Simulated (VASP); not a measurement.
Input of a VASP 6.6.1 run:

INCAR

```
  PREC = Accurate
  ENCUT = 520
  EDIFF = 1E-6
  ISMEAR = 0
  SIGMA = 0.15
  LREAL = F
  LASPH = T
  NELM = 100
  ALGO = Fast
  ISIF = 2
  LWAVE = F
  LCHARG = F
  GGA = PE
  NBANDS = 12
```

The input KPOINTS:

```
Automatic mesh
0
Gamma
  30 30 30
```

File POSCAR:

```
Cu
1.0
   -1.4570861151      1.4570861151      1.3795566845
    1.4570861151     -1.4570861151      1.3795566845
    1.4939743711      1.4939743711     -1.3795566845
Cu
1
Direct
    0.0000000000      0.0000000000      0.0000000000
```

Potentials or basis: VASP PAW PBE potentials, release 64 (Cu).

Launch:

```sh
$ cat potpaw_PBE.64/Cu/POTCAR > POTCAR
$ mpirun -np 1 vasp_std > vasp.out
```

Q: Estimate the band gap on the k mesh.

A: Zero (an odd number of electrons rules out a gap without spin polarisation).

Q: Estimate the pressure.

A: 0.7 GPa.

Stress tensor (GPa, compression positive):
```
 0.66 -2.55  0.00
-2.55  0.66  0.00
 0.00  0.00  0.82
```

Caveat: the cell differs from its parent crystal (strain +0.0250 x Voigt [0, 0, 0, 0, 0, 1]).
